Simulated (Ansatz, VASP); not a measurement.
## Nb in VASP and in Ansatz

Contents of INCAR:

```
SYSTEM = Nb
PREC = Accurate ; ENCUT = 600
EDIFF = 1E-6 ; ISMEAR = -1
SIGMA = 0.08 ; LREAL = .False.
LASPH = .True. ; NELM = 100
ALGO = Normal ; ISIF = 3
LWAVE = .False. ; LCHARG = .False.
GGA = CA ; IBRION = 2
NSW = 100 ; EDIFFG = -0.002
```

Contents of KPOINTS:

```
Automatic mesh
0
Gamma
  24 24 24
  0 0 0
```

Contents of POSCAR:

```
Nb
1.0
   -1.6639500000      1.6639500000      1.6639500000
    1.6639500000     -1.6639500000      1.6639500000
    1.6639500000      1.6639500000     -1.6639500000
Nb
1
Direct
    0.0000000000      0.0000000000      0.0000000000
```

Input for Ansatz:

```yaml
crystal:
  lattice:
    - [-1.66395, 1.66395, 1.66395]
    - [1.66395, -1.66395, 1.66395]
    - [1.66395, 1.66395, -1.66395]
  atoms:
    - { symbol: Nb, position: [0.0, 0.0, 0.0] }
kpoints:
  mp_grid: { grid: [24, 24, 24] }
scf:
  occupations: { method: fermi_dirac, width: 0.08 }
hamiltonian:
  xc: lda
  pseudopotentials: { kind: paw }
relax:
  f_tol: 0.002
  max_steps: 80
  cell: {}
output:
  forces: true
  stress: true
```

Alike in both runs: task relaxation of cell and atoms; functional LDA; k mesh 24 × 24 × 24; occupations fermi-dirac, width 0.08 eV; no spin polarisation.

|  | VASP | Ansatz |
| --- | --- | --- |
| version | VASP 6.6.1 | Ansatz 0.2.0 |
| potentials or method | VASP PAW LDA potentials, release 64 (Nb_sv) | PAW with Ansatz's default frozen-core files, scalar-relativistic |
| plane-wave cutoff (eV) | 600 | 420 |
| valence electrons in the cell | 13 | 13 |

VASP gave:

| Quantity | Value |
| --- | --- |
| relaxed volume (Å³/atom) | 17.12 |
| relaxed cell length with the largest relative difference (Å) | 2.812 |

Q: What did Ansatz give for the same quantities?

A: Relaxed volume (Å³/atom): 17.13; relaxed cell length with the largest relative difference (Å): 2.813.

LDA's correlation is that of Perdew and Zunger in VASP and of Perdew and Wang (1992) in Ansatz.
